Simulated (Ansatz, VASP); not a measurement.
# One calculation of Ge, two programs

```xyz
2
Lattice="1.4679 -2.5596 0.0000 1.4679 2.5596 0.0000 0.0000 0.0000 4.6637" Properties=species:S:1:pos:R:3 pbc="T T T"
Ge    1.4679    0.8526    1.1659
Ge    1.4679   -0.8526    3.4978
```

Alike in both runs: task single point; functional LDA; k mesh 10 × 10 × 6; occupations fermi-dirac, width 0.05 eV; no spin polarisation.

|  | VASP | Ansatz |
| --- | --- | --- |
| version | VASP 6.6.1 | Ansatz 0.2.0 |
| potentials or method | VASP PAW LDA potentials, release 64 (Ge_d) | Ansatz PAW |
| plane-wave cutoff (eV) | 520 | 420 |
| valence electrons in the cell | 28 | 28 |

Ansatz gave:

* gap on the k mesh at the Fermi level (eV): none
* pressure (GPa): 2.1
* traceless stress, the component that is largest in VASP (GPa): 1.79

**Question.** Which values does VASP return?

**Answer.** gap on the k mesh at the Fermi level (eV): none; pressure (GPa): 2.1; traceless stress, the component that is largest in VASP (GPa): 1.80.

LDA's correlation is that of Perdew and Zunger in VASP and of Perdew and Wang (1992) in Ansatz. A gap of «none» marks a metal or a gap that the smearing closes.
